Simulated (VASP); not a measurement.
# Na3GaC (P6_3/mmc) in VASP: notebook

Runs on Na3GaC. Level: PBE. Tasks: single point.

Everything below comes from runs of VASP 6.6.1. Logs are shortened: lines on timing, memory, paths and dates and some standing lists are left out, and cuts for length are marked.

## (1) The cell of the first run

Symmetry: P6_3/mmc, No. 194, hexagonal system. The conventional cell has a = 7.143 Å, b = 7.143 Å, c = 6.000 Å, α = 90.00°, β = 90.00°, γ = 120.00°. Within 3.4 Å of Na (site symmetry mm2) lie 2 C at 2.55 Å. Ga (site symmetry -6m2) has 12 Na at 3.57 to 3.64 Å and 6 C at 4.39 Å within 4.7 Å. C (site symmetry -3m) has 6 Na at 2.55 Å and 2 C at 3.00 Å within 3.4 Å.

## (2) Single point, PBE

Input file INCAR:

```
ALGO = Normal ; EDIFF = 1E-6
ENCUT = 520 ; GGA = PE
ISIF = 2 ; ISMEAR = 0
LASPH = T ; LCHARG = T
LELF = T ; LREAL = F
LVHAR = T ; LWAVE = F
NBANDS = 49 ; NELM = 100
PREC = Accurate ; SIGMA = 0.1
```

Input file KPOINTS:

```
k-points
0
Gamma
  3 3 4
```

Input file POSCAR:

```
Na3GaC
1.0
    7.1428153200      0.0000000000      0.0000000000
   -3.5714076600      6.1858595200      0.0000000000
    0.0000000000      0.0000000000      5.9999648700
Na Ga C
6 2 2
Direct
    0.8333333300      0.6666666700      0.7500000000
    0.3333333300      0.1666666700      0.7500000000
    0.8333333300      0.1666666700      0.7500000000
    0.1666666700      0.3333333300      0.2500000000
    0.6666666700      0.8333333300      0.2500000000
    0.1666666700      0.8333333300      0.2500000000
    0.3333333300      0.6666666700      0.7500000000
    0.6666666700      0.3333333300      0.2500000000
    0.0000000000      0.0000000000      0.0000000000
    0.0000000000      0.0000000000      0.5000000000
```

Potentials or basis: VASP PAW PBE potentials, release 64 (Na_pv, Ga_d, C).

Launch:

```bash
$ cat potpaw_PBE.64/Na_pv/POTCAR potpaw_PBE.64/Ga_d/POTCAR potpaw_PBE.64/C/POTCAR > POTCAR
$ mpirun -np 1 vasp_std > vasp.out
```

OUTCAR:

```text
EDIFF = 1E-6
   ENCUT = 520
   GGA = PE
   ISIF = 2
   ISMEAR = 0
   LASPH = T
   LREAL = F
   NELM = 100
   PREC = Accurate

 ion  position               nearest neighbor table
   1  0.833  0.667  0.750-
   2  0.333  0.167  0.750-
   3  0.833  0.167  0.750-
   4  0.167  0.333  0.250-
   5  0.667  0.833  0.250-
   6  0.167  0.833  0.250-
   7  0.333  0.667  0.750-
   8  0.667  0.333  0.250-
   9  0.000  0.000  0.000-
  10  0.000  0.000  0.500-

  LATTYP: Found a hexagonal cell.
 ALAT       =     7.1428153200
 C/A-ratio  =     0.8400000002

  Lattice vectors:

 A1 = (   7.1428153200,   0.0000000000,   0.0000000000)
 A2 = (  -3.5714076600,   6.1858595200,   0.0000000000)
 A3 = (   0.0000000000,   0.0000000000,   5.9999648700)

Analysis of symmetry for initial positions (statically):
=====================================================================
 Subroutine PRICEL returns:
 Original cell was already a primitive cell.

 Routine SETGRP: Setting up the symmetry group for a
 hexagonal supercell.

 Subroutine GETGRP returns: Found 24 space group operations
 (whereof 12 operations were pure point group operations)
 out of a pool of 24 trial point group operations.

The static configuration has the point symmetry D_3d.
 The point group associated with its full space group is D_6h.

Analysis of symmetry for dynamics (positions and initial velocities):
=====================================================================
 Subroutine PRICEL returns:
 Original cell was already a primitive cell.

 Routine SETGRP: Setting up the symmetry group for a
 hexagonal supercell.

 Subroutine GETGRP returns: Found 24 space group operations
 (whereof 12 operations were pure point group operations)
 out of a pool of 24 trial point group operations.

The dynamic configuration has the point symmetry D_3d.
 The point group associated with its full space group is D_6h.

 Subroutine INISYM returns: Found 24 space group operations
[... 96 lines left out ...]
   NELM   =    100;   NELMIN=  2; NELMDL= -5     # of ELM steps
   EDIFF  = 0.1E-05   stopping-criterion for ELM
   LREAL  =      F    real-space projection
   EDIFFG = 0.1E-04   stopping-criterion for IOM
   NSW    =      0    number of steps for IOM
   IBRION =     -1    ionic relax: 0-MD 1-quasi-New 2-CG
   NFREE  =      0    steps in history (QN), initial steepest desc. (CG)
   ISIF   =      2    stress and relaxation
   ISYM   =      2    0-nonsym 1-usesym 2-fastsym
   POTIM  = 0.5000    time-step for ionic-motion
   TEBEG  =    0.0;   TEEND  =   0.0 temperature during run
   PSTRESS=    0.0 pullay stress
   NELECT =      76.0000    total number of electrons
   NUPDOWN=      -1.0000    fix difference up-down
   EMIN   =  10.00;   EMAX   =-10.00  energy-range for DOS
   EFERMI =   0.00;   METHOD = LEGACY
   ISMEAR =     0;   SIGMA  =   0.10  broadening in eV -4-tet -1-fermi 0-gaus
   EFERMI_NEDOS =   21; number of points for ismear=-14 and -15
   IALGO  =     38    algorithm
   IMIX   =      4    mixing-type and parameters
     AMIX     =   0.40;   BMIX     =  1.00
     AMIX_MAG =   1.60;   BMIX_MAG =  1.00
  volume/ion in A,a.u.               =      26.51       178.90
  Fermi-wavevector in a.u.,A,eV,Ry     =   1.079460  2.039884 15.853975  1.165234
  Thomas-Fermi vector in A             =   2.215426
   LORBIT       =      0    0 simple, 1 ext, 2 COOP (PROOUT), +10 PAW based schemes
   GGA     = PE    functional components
   LHFCALC =     F    Hartree Fock is set to
   AEXX    =    0.0000 exact exchange contribution
   IVDW    =     0    specifies the selected vdW correction
   LEPSILON=     F    determine dielectric tensor
   LRPA    =     F    only Hartree local field effects (RPA)
 non-spin polarized calculation
 Gauss-broadening in eV      SIGMA  =   0.10
  energy-cutoff  :      520.00
  volume of cell :      265.11
 maximum number of plane-waves:      7164
 NGX is ok and might be reduce to    54
   NGX = 27   NGY = 27   NGZ = 23

 number of electron      76.0000009 magnetization

 Free energy of the ion-electron system (eV)
  ---------------------------------------------------
  ext. energy  EPLUGINS =         0.00000000
  ---------------------------------------------------
  free energy    TOTEN  =       -22.70612222 eV

  energy without entropy =      -22.66039455  energy(sigma->0) =      -22.68325839

 E-fermi :   0.7334     XC(G=0):  -7.6396

 val. band max:        0.7326796424   @ k =   0.0000   0.0000   0.2500
 cond. band min:       0.7959367668   @ k =   0.0000   0.0000   0.5000
 fundamental gap:      0.0632571244
 Fermi energy:         0.7333645121

 k-point     1 :       0.0000    0.0000    0.0000
  band No.  band energies     occupation
      1     -22.9776      2.00000
      2     -22.9776      2.00000
      3     -22.9734      2.00000
      4     -22.9734      2.00000
      5     -22.9657      2.00000
      6     -22.9633      2.00000
[... 457 lines left out ...]
     48       5.8755      0.00000
     49       5.9852      0.00000

------------------------ aborting loop because EDIFF is reached ----------------------------------------

  FORCE on cell =-STRESS in cart. coord.  units (eV):
  Direction    XX          YY          ZZ          XY          YZ          ZX
  --------------------------------------------------------------------------------------
  -------------------------------------------------------------------------------------
  Total       -2.6351468     -2.6351468     -4.3907143      0.0000000     -0.0000000      0.0000000
  in kB      -15.9256515    -15.9256515    -26.5355189      0.0000000     -0.0000000      0.0000000
  external PRESSURE =     -19.4622739 kB  Pullay stress =       0.0000000 kB

 VOLUME and BASIS-vectors are now :
 -----------------------------------------------------------------------------
  energy-cutoff  :      520.00
  volume of cell :      265.11
      direct lattice vectors                 reciprocal lattice vectors
     7.142815320  0.000000000  0.000000000     0.140000820  0.080829511  0.000000000
    -3.571407660  6.185859520  0.000000000     0.000000000  0.161659022  0.000000000
     0.000000000  0.000000000  5.999964870     0.000000000  0.000000000  0.166667643

 POSITION                                       TOTAL-FORCE (eV/Angst)
 -----------------------------------------------------------------------------------
      3.57141      4.12391      4.49997        -0.000000      0.110156      0.000000
      1.78570      1.03098      4.49997        -0.095398     -0.055078      0.000000
      5.35711      1.03098      4.49997         0.095398     -0.055078      0.000000
      0.00000      2.06195      1.49999        -0.000000     -0.110156      0.000000
      1.78570      5.15488      1.49999         0.095398      0.055078      0.000000
     -1.78570      5.15488      1.49999        -0.095398      0.055078      0.000000
     -0.00000      4.12391      4.49997        -0.000000      0.000000      0.000000
      3.57141      2.06195      1.49999        -0.000000     -0.000000      0.000000
      0.00000      0.00000      0.00000        -0.000000      0.000000      0.000000
      0.00000      0.00000      2.99998        -0.000000      0.000000      0.000000
 -----------------------------------------------------------------------------------
    total drift:                               -0.000016      0.000009     -0.000000

  FREE ENERGIE OF THE ION-ELECTRON SYSTEM (eV)
  ---------------------------------------------------
  free  energy   TOTEN  =       -22.7061222250 eV

  energy  without entropy=      -22.6603945531  energy(sigma->0) =      -22.68325839
```

OSZICAR:

```text
N       E                     dE             d eps       ncg     rms          rms(c)
DAV:   1     0.701879407312E+03    0.70188E+03   -0.38282E+04   906   0.186E+03
DAV:   2     0.633766145538E+02   -0.63850E+03   -0.62387E+03   906   0.526E+02
DAV:   3    -0.251138332096E+02   -0.88490E+02   -0.84703E+02  1103   0.174E+02
DAV:   4    -0.323076082588E+02   -0.71938E+01   -0.69541E+01   983   0.391E+01
DAV:   5    -0.327317837286E+02   -0.42418E+00   -0.39088E+00  1140   0.894E+00    0.170E+01
DAV:   6    -0.419754924656E+02   -0.92437E+01   -0.29245E+02  1005   0.213E+01    0.196E+01
DAV:   7    -0.230084082905E+02    0.18967E+02   -0.22381E+01   991   0.981E+00    0.695E+00
DAV:   8    -0.228961826641E+02    0.11223E+00   -0.61710E+00   996   0.497E+00    0.337E+00
DAV:   9    -0.228816302184E+02    0.14552E-01   -0.42656E-01  1092   0.188E+00    0.295E+00
DAV:  10    -0.227172379459E+02    0.16439E+00   -0.52907E-01   945   0.140E+00    0.587E-01
DAV:  11    -0.227249690253E+02   -0.77311E-02   -0.15105E-01   957   0.798E-01    0.931E-01
DAV:  12    -0.227101110735E+02    0.14858E-01   -0.11740E-01  1046   0.562E-01    0.433E-01
DAV:  13    -0.227073587004E+02    0.27524E-02   -0.97853E-03   932   0.236E-01    0.267E-01
DAV:  14    -0.227071262480E+02    0.23245E-03   -0.12867E-03  1027   0.105E-01    0.224E-01
DAV:  15    -0.227061166654E+02    0.10096E-02   -0.41631E-03  1037   0.945E-02    0.186E-02
DAV:  16    -0.227061498399E+02   -0.33174E-04   -0.26554E-04   886   0.318E-02    0.313E-02
DAV:  17    -0.227061217813E+02    0.28059E-04   -0.93314E-05   840   0.148E-02    0.444E-03
DAV:  18    -0.227061222250E+02   -0.44369E-06   -0.40826E-06   674   0.644E-03
   1 F= -.22706122E+02 E0= -.22683258E+02  d E =-.457277E-01
```

stdout:

```text
POSCAR found type information on POSCAR NaGaC
 POSCAR found :  3 types and      10 ions
 scaLAPACK will be used
 LDA part: xc-table for (Slater+PW92), standard interpolation
 POSCAR, INCAR and KPOINTS ok, starting setup
 FFT: planning ... GRIDC
 FFT: planning ... GRID_SOFT
 FFT: planning ... GRID
 WAVECAR not read
 entering main loop
```

It took 2.9 min on 1 thread of Oxide Virtual Turin-like, shared host; peak memory 0.35 GiB.

What came out:

```
Free energy            : -22.7061 eV
Pressure               : -1.9 GPa
Largest force          : 0.110 eV/Å
Band gap on the k mesh : zero (bands 38 and 39 overlap by 0.07 eV)
```

Forces on the atoms (eV/Å):
```
Na   0.000  0.110  0.000
Na  -0.095 -0.055  0.000
Na   0.095 -0.055  0.000
Na   0.000 -0.110  0.000
Na   0.095  0.055  0.000
Na  -0.095  0.055  0.000
Ga   0.000  0.000  0.000
Ga   0.000  0.000  0.000
C    0.000  0.000  0.000
C    0.000  0.000  0.000
```

Levels at points of the mesh, in eV from the Fermi level:
| k point | band 34 | band 35 | band 36 | band 37 | band 38 | band 39 | band 40 | band 41 | band 42 | band 43 |
| --- | --- | --- | --- | --- | --- | --- | --- | --- | --- | --- |
| (0.00, 0.00, 0.00) | -1.40 | -1.40 | -0.44 | -0.44 | -0.05 | 0.10 | 0.10 | 1.40 | 1.67 | 1.67 |
| (0.00, 0.00, 0.50) | -0.80 | -0.80 | -0.80 | -0.66 | -0.66 | 0.06 | 0.06 | 0.50 | 0.50 | 0.50 |

## (3) Single point, PBE, collinear spin

Input file INCAR:

```
  ALGO = Normal
  EDIFF = 1E-6
  ENCUT = 520
  GGA = PE
  ISIF = 2
  ISMEAR = 0
  ISPIN = 2
  LASPH = T
  LCHARG = F
  LORBIT = 11
  LREAL = F
  LWAVE = F
  MAGMOM = 0 0 0 0 0 0 0 0 1 1
  NBANDS = 53
  NELM = 150
  PREC = Accurate
  SIGMA = 0.1
```

KPOINTS is that of step 2.

POSCAR is that of step 2.

Potentials or basis: VASP PAW PBE potentials, release 64 (Na_pv, Ga_d, C).

Launch:

```bash
$ cat potpaw_PBE.64/Na_pv/POTCAR potpaw_PBE.64/Ga_d/POTCAR potpaw_PBE.64/C/POTCAR > POTCAR
$ mpirun -np 1 vasp_std > vasp.out
```

Wall time 10 min (1 thread of Oxide Virtual Turin-like, shared host); peak memory 0.53 GiB.

Results (log left out):

```
Free energy                                           : -22.7068 eV
Pressure                                              : -2.0 GPa
Largest force                                         : 0.113 eV/Å
Band gap on the k mesh                                : zero (filled and empty bands overlap)
Net moment                                            : 0.01 μB per cell
Valence electrons inside the program's atomic spheres : Na 6.07; Ga 11.40; C 2.10
```

Forces in eV/Å, atoms in the order of the input:
```
Na   0.000  0.113  0.000
Na  -0.097 -0.056  0.000
Na   0.097 -0.056  0.000
Na   0.000 -0.113  0.000
Na   0.097  0.056  0.000
Na  -0.097  0.056  0.000
Ga   0.000  0.000  0.000
Ga   0.000  0.000  0.000
C    0.000  0.000  0.000
C    0.000  0.000  0.000
```

Stress tensor (GPa, compression positive):
```
-1.62  0.00  0.00
 0.00 -1.62  0.00
 0.00  0.00 -2.62
```

Levels at points of the mesh, in eV from the Fermi level:
Spin up:
```csv
k point,band 35,band 36,band 37,band 38,band 39,band 40,band 41,band 42
"(0.00, 0.00, 0.00)",-1.37,-0.43,-0.43,-0.05,0.15,0.15,1.40,1.68
"(0.00, 0.00, 0.50)",-0.76,-0.76,-0.67,-0.67,0.00,0.00,0.51,0.51
```
Spin down:
```csv
k point,band 36,band 37,band 38,band 39,band 40,band 41
"(0.00, 0.00, 0.00)",-0.43,-0.43,-0.04,0.07,0.07,1.42
"(0.00, 0.00, 0.50)",-0.81,-0.65,-0.65,0.16,0.16,0.50
```

The gap in the log of VASP goes by the Fermi energy; the results here count the filled bands.